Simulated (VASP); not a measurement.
# GaSi16 (a cell with a defect) in VASP: further runs, part 2 of 3

VASP 6.6.1.

### 4 Single point, PBEsol, collinear spin, zero start

INCAR

```
SYSTEM = GaSi16
PREC     = Accurate       ! precision mode
ENCUT    = 520            ! plane-wave cutoff, eV
EDIFF    = 1E-7           ! SCF threshold, eV
ISMEAR   = 0              ! smearing method
SIGMA    = 0.05           ! smearing width, eV
LREAL    = Auto         
LASPH    = .True.         ! aspherical terms in the spheres
NELM     = 150            ! most SCF steps
ALGO     = Normal         ! electronic algorithm
ISIF     = 2              ! what is computed and relaxed
LWAVE    = .False.        ! write WAVECAR
LCHARG   = .False.        ! write CHGCAR
ISPIN    = 2              ! spin polarisation
MAGMOM   = 0 0 0 0 0 0 0 0 0 0 0 0 0 0 0 0 0 ! initial moments
LORBIT   = 11             ! projections on sites
GGA      = PS             ! functional
NBANDS   = 56             ! bands
```

KPOINTS

```
Automatic mesh
0
Gamma
  2 2 2
  0 0 0
```

POSCAR

```
GaSi16
1.0
    0.0000000000      5.4300000000      5.4300000000
    5.4300000000      0.0000000000      5.4300000000
    5.4300000000      5.4300000000      0.0000000000
Si Ga
16 1
Direct
   -0.0176452118     -0.0174232965     -0.0174378453
    0.1068624309      0.1070996317      0.1070860037
    0.0088279006      0.0089866483      0.4735800184
    0.1255587477      0.1257640884      0.6123795580
    0.0088289134      0.4735944751      0.0089732965
    0.1255585635      0.6123944751      0.1257508287
    0.0123275322      0.4989783610      0.4989639963
    0.1579533149      0.6137441068      0.6137251381
    0.4733651013      0.0090221915      0.0090076427
    0.6121746777      0.1257680479      0.1257549724
    0.4987682320      0.0125325046      0.4989573665
    0.6135388582      0.1581830571      0.6136854512
    0.4987672192      0.4989709024      0.0125204420
    0.6135347145      0.6137004604      0.1581724678
    0.5191428177      0.5193628913      0.5193522099
    0.6439259669      0.6441370166      0.6441248619
    0.7961294659      0.7963930018      0.7963830571
```

Potentials or basis: VASP PAW PBE potentials, release 64 (Si, Ga_d).

Launch:

```
$ cat potpaw_PBE.64/Si/POTCAR potpaw_PBE.64/Ga_d/POTCAR > POTCAR
$ mpirun -np 1 vasp_std > vasp.out
```

OUTCAR:

```text
SYSTEM = GaSi16
   PREC = Accurate
   ENCUT = 520
   EDIFF = 1E-7
   ISMEAR = 0
   LREAL = Auto
   LASPH = .True.
   NELM = 150
   ISIF = 2
   ISPIN = 2
   LORBIT = 11
   GGA = PS

 ion  position               nearest neighbor table
   1  0.982  0.983  0.983-  10 2.34   6 2.34   4 2.34   2 2.34
   2  0.107  0.107  0.107-   3 2.32   5 2.32   9 2.32   1 2.34
   3  0.009  0.009  0.474-   2 2.32   4 2.34  17 2.46   8 2.48  12 2.48
   4  0.126  0.126  0.612-   1 2.34   3 2.34  11 2.34   7 2.34
   5  0.009  0.474  0.009-   2 2.32   6 2.34  17 2.46   8 2.48  14 2.48
   6  0.126  0.612  0.126-   1 2.34   5 2.34  13 2.34   7 2.34
   7  0.012  0.499  0.499-  16 2.33   6 2.34   4 2.34   8 2.36
   8  0.158  0.614  0.614-  15 2.29   7 2.36  17 2.41   3 2.48   5 2.48
   9  0.473  0.009  0.009-   2 2.32  10 2.34  17 2.46  14 2.48  12 2.48
  10  0.612  0.126  0.126-   1 2.34   9 2.34  11 2.34  13 2.34
  11  0.499  0.013  0.499-  16 2.33  10 2.34   4 2.34  12 2.36
  12  0.614  0.158  0.614-  15 2.29  11 2.36  17 2.41   3 2.48   9 2.48
  13  0.499  0.499  0.013-  16 2.33  10 2.34   6 2.34  14 2.36
  14  0.614  0.614  0.158-  15 2.29  13 2.36  17 2.41   5 2.48   9 2.48
  15  0.519  0.519  0.519-  14 2.29  12 2.29   8 2.29  16 2.35
  16  0.644  0.644  0.644-  11 2.33  13 2.33   7 2.33  15 2.35  17 2.86
  17  0.796  0.796  0.796-  14 2.41  12 2.41   8 2.41   9 2.46   5 2.46   3 2.46  16 2.86

  LATTYP: Found a face centered cubic cell.
 ALAT       =    10.8600000000

  Lattice vectors:

 A1 = (   0.0000000000,   5.4300000000,   5.4300000000)
 A2 = (   5.4300000000,   0.0000000000,   5.4300000000)
 A3 = (   5.4300000000,   5.4300000000,   0.0000000000)

Analysis of symmetry for initial positions (statically):
=====================================================================
 Subroutine PRICEL returns:
 Original cell was already a primitive cell.

 Routine SETGRP: Setting up the symmetry group for a
 face centered cubic supercell.

 Subroutine GETGRP returns: Found  2 space group operations
 (whereof  1 operations were pure point group operations)
 out of a pool of 48 trial point group operations.

[... 521 lines left out ...]
 spin component 2

 k-point     1 :       0.0000    0.0000    0.0000
  band No.  band energies     occupation
      1      -8.7442      1.00000
      2      -8.7442      1.00000
      3      -8.6835      1.00000
      4      -8.6077      1.00000
      5      -8.6077      1.00000
      6      -6.1450      1.00000
[... 307 lines left out ...]
     49      10.2272      0.00000
     50      10.3682      0.00000
 [bands above 50 left out]

------------------------ aborting loop because EDIFF is reached ----------------------------------------

  FORCE on cell =-STRESS in cart. coord.  units (eV):
  Direction    XX          YY          ZZ          XY          YZ          ZX
  --------------------------------------------------------------------------------------
  -------------------------------------------------------------------------------------
  Total        7.3064668      7.3061995      7.3061995     -1.9074200     -1.9103621     -1.9074200
  in kB       36.5585120     36.5571749     36.5571749     -9.5439343     -9.5586553     -9.5439341
  external PRESSURE =      36.5576206 kB  Pullay stress =       0.0000000 kB

 VOLUME and BASIS-vectors are now :
 -----------------------------------------------------------------------------
  energy-cutoff  :      520.00
  volume of cell :      320.21
      direct lattice vectors                 reciprocal lattice vectors
     0.000000000  5.430000000  5.430000000    -0.092081031  0.092081031  0.092081031
     5.430000000  0.000000000  5.430000000     0.092081031 -0.092081031  0.092081031
     5.430000000  5.430000000  0.000000000     0.092081031  0.092081031 -0.092081031

 POSITION                                       TOTAL-FORCE (eV/Angst)
 -----------------------------------------------------------------------------------
     10.67070     10.66950     10.66958         0.042615      0.042948      0.042948
      1.16303      1.16174      1.16181         0.027129      0.028079      0.028079
      2.62034      2.61948      0.09673         0.063146      0.062671     -0.064306
      4.00812      4.00700      1.36468         0.030615      0.030416      0.042326
      2.62034      0.09667      2.61956         0.063146     -0.064306      0.062671
      4.00813      1.36461      4.00708         0.030615      0.042326      0.030416
[... 9 lines left out ...]
      6.99526      6.99412      6.99418         0.065129      0.064728      0.064728
      8.64877      8.64734      8.64740        -0.494100     -0.492717     -0.492717
 -----------------------------------------------------------------------------------
    total drift:                                0.000209      0.010077     -0.008291

  FREE ENERGIE OF THE ION-ELECTRON SYSTEM (eV)
  ---------------------------------------------------
  free  energy   TOTEN  =       -91.1727145494 eV

  energy  without entropy=      -91.1608888459  energy(sigma->0) =      -91.16680170

 total charge

# of ion       s       p       d       tot
------------------------------------------
    1        0.744   0.953   0.000   1.696
    2        0.755   0.946   0.000   1.701
    3        0.756   0.912   0.000   1.668
    4        0.744   0.949   0.000   1.693
    5        0.756   0.912   0.000   1.668
    6        0.744   0.949   0.000   1.693
[... 9 lines left out ...]
   16        0.745   0.947   0.000   1.692
   17        1.031   0.837  10.045  11.912
--------------------------------------------------
tot         13.067  15.780  10.045  38.892

 magnetization (x)

# of ion       s       p       d       tot
------------------------------------------
    1       -0.000  -0.000   0.000  -0.000
    2       -0.000  -0.000   0.000  -0.000
    3       -0.000  -0.000   0.000  -0.000
    4       -0.000  -0.000   0.000  -0.000
    5       -0.000  -0.000   0.000  -0.000
    6       -0.000  -0.000   0.000  -0.000
[... 9 lines left out ...]
   16       -0.000  -0.000   0.000  -0.000
   17       -0.000  -0.000  -0.000  -0.000
--------------------------------------------------
tot         -0.000  -0.000  -0.000  -0.000
```

OSZICAR:

```text
N       E                     dE             d eps       ncg     rms          rms(c)
DAV:   1     0.332816944963E+03    0.33282E+03   -0.29156E+04  1344   0.125E+03
DAV:   2    -0.437601090661E+02   -0.37658E+03   -0.34431E+03  1512   0.250E+02
DAV:   3    -0.908091357918E+02   -0.47049E+02   -0.44381E+02  1608   0.889E+01
DAV:   4    -0.930559499925E+02   -0.22468E+01   -0.22059E+01  1744   0.184E+01
DAV:   5    -0.931221902817E+02   -0.66240E-01   -0.65888E-01  1768   0.320E+00    0.145E+01
DAV:   6    -0.917428512915E+02    0.13793E+01   -0.85625E-01  1784   0.562E+00    0.859E+00
DAV:   7    -0.911698038424E+02    0.57305E+00   -0.13632E+00  1592   0.373E+00    0.661E-01
DAV:   8    -0.911720196318E+02   -0.22158E-02   -0.12598E-01  1744   0.183E+00    0.420E-01
DAV:   9    -0.911724590911E+02   -0.43946E-03   -0.72554E-03  2000   0.378E-01    0.240E-01
DAV:  10    -0.911726024214E+02   -0.14333E-03   -0.74090E-04  1688   0.118E-01    0.130E-01
DAV:  11    -0.911726972561E+02   -0.94835E-04   -0.12172E-04  1920   0.477E-02    0.518E-02
DAV:  12    -0.911727119134E+02   -0.14657E-04   -0.38334E-05  1664   0.397E-02    0.144E-02
DAV:  13    -0.911727141313E+02   -0.22179E-05   -0.44799E-06  1720   0.981E-03    0.425E-03
DAV:  14    -0.911727144580E+02   -0.32671E-06   -0.69930E-07  1696   0.317E-03    0.194E-03
DAV:  15    -0.911727145494E+02   -0.91369E-07   -0.72962E-08  1000   0.114E-03
   1 F= -.91172715E+02 E0= -.91166802E+02  d E =-.118257E-01  mag=    -0.0012
```

Run time: 4.2 min. Hardware: 1 thread of Intel Xeon 6975P-C (Granite Rapids), shared host; peak memory 0.68 GiB.

Results:

- Free energy: -91.1727 eV
- Pressure: 3.7 GPa
- Largest force: 0.854 eV/Å
- Net moment: 0.00 μB per cell
- Valence electrons inside the program's atomic spheres: Si 1.70, 1.67, 1.69, 1.72 (each value once); Ga 11.91

Forces on the atoms (eV/Å):
```
Si   0.043  0.043  0.043
Si   0.027  0.028  0.028
Si   0.063  0.063 -0.064
Si   0.031  0.030  0.042
Si   0.063 -0.064  0.063
Si   0.031  0.042  0.030
Si  -0.023  0.010  0.010
Si   0.003  0.073  0.073
Si  -0.064  0.062  0.062
Si   0.042  0.030  0.030
Si   0.009 -0.023  0.010
Si   0.073  0.003  0.072
Si   0.009  0.010 -0.023
Si   0.073  0.072  0.003
Si   0.049  0.049  0.049
Si   0.065  0.065  0.065
Ga  -0.494 -0.493 -0.493
```

Stress tensor (GPa, compression positive):
```
 3.66 -0.95 -0.95
-0.95  3.66 -0.96
-0.95 -0.96  3.66
```

Caveat: the k points lie up to 0.50 Å⁻¹ apart; no moment was typed at the start, so none could form; the PAW data sets were made with another functional, which shifts forces and pressure a little.

(Part 2 of 3 ends here.)
